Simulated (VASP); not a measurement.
A run of VASP 6.6.1:

The input INCAR:

```
SYSTEM = FeS2
ALGO = Normal
EDIFF = 1E-6
ENCUT = 600
GGA = PE
GGA_COMPAT = .False.
ISIF = 2
ISMEAR = 0
ISPIN = 2
LASPH = .True.
LCHARG = .False.
LMAXMIX = 4
LORBIT = 11
LREAL = .False.
LWAVE = .False.
MAGMOM = 4 4 0 0 0 0
NBANDS = 33
NELM = 200
PREC = Accurate
SIGMA = 0.05
```

The input KPOINTS:

```
k-points
0
Gamma
  4 4 6
  0 0 0
```

File POSCAR:

```
FeS2
1.0
    4.4376051065      0.0000000000      0.0000000000
    0.0000000000      5.4113276336      0.0000000000
    0.0000000000      0.0000000000      3.3906079633
Fe S
2 4
Direct
    0.0000000000      0.0000000000      0.0000000000
    0.5000000000      0.5000000000      0.5000000000
    0.2062302269      0.3751193154      0.0000000000
    0.7937697731      0.6248806846      0.0000000000
    0.7062302269      0.1248806846      0.5000000000
    0.2937697731      0.8751193154      0.5000000000
```

Potentials or basis: VASP PAW PBE potentials, release 64 (Fe, S).

Run with:

```bash
$ cat potpaw_PBE.64/Fe/POTCAR potpaw_PBE.64/S/POTCAR > POTCAR
$ mpirun -np 1 vasp_std > vasp.out
```

Hardware: 1 thread of Intel(R) Xeon(R) Platinum 8375C CPU @ 2.90GHz (Ice Lake), on a shared host.

Estimate the wall time of this run.

Run time: 2.9 min on 1 thread of Intel(R) Xeon(R) Platinum 8375C CPU @ 2.90GHz (Ice Lake) (shared host), peak memory 0.35 GiB. Counts: scf iterations 17, k points 36.
